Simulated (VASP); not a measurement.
A run of VASP 6.6.1 is set up as follows.

The input INCAR:

```
  PREC = Accurate
  ENCUT = 520
  EDIFF = 1E-6
  ISMEAR = -1
  SIGMA = 0.08
  LREAL = False
  LASPH = True
  NELM = 150
  ALGO = Normal
  ISIF = 2
  LWAVE = False
  LCHARG = False
  ISPIN = 2
  MAGMOM = 4 0
  LORBIT = 11
  LMAXMIX = 4
  GGA = PE
  NBANDS = 20
```

KPOINTS

```
regular mesh
0
Gamma
  12 12 12
```

POSCAR

```
MnSb
1.0
    0.0000000000      2.9701477034      2.9701477034
    2.9701477034      0.0000000000      2.9701477034
    2.9701477034      2.9701477034      0.0000000000
Mn Sb
1 1
Direct
    0.0000000000      0.0000000000      0.0000000000
    0.5000000000      0.5000000000      0.5000000000
```

Potentials or basis: VASP PAW PBE potentials, release 64 (Mn_pv, Sb).

Launch:

```sh
$ cat potpaw_PBE.64/Mn_pv/POTCAR potpaw_PBE.64/Sb/POTCAR > POTCAR
$ mpirun -np 1 vasp_std > vasp.out
```

(1) Predict the pressure.

(2) What does it give for the site moments?

Answers

(1) -7.9 GPa.

(2) Mn +4.01; Sb -0.14 μB.

Caveat: a cell with one magnetic atom can't hold antiferromagnetic order, which such compounds often take.
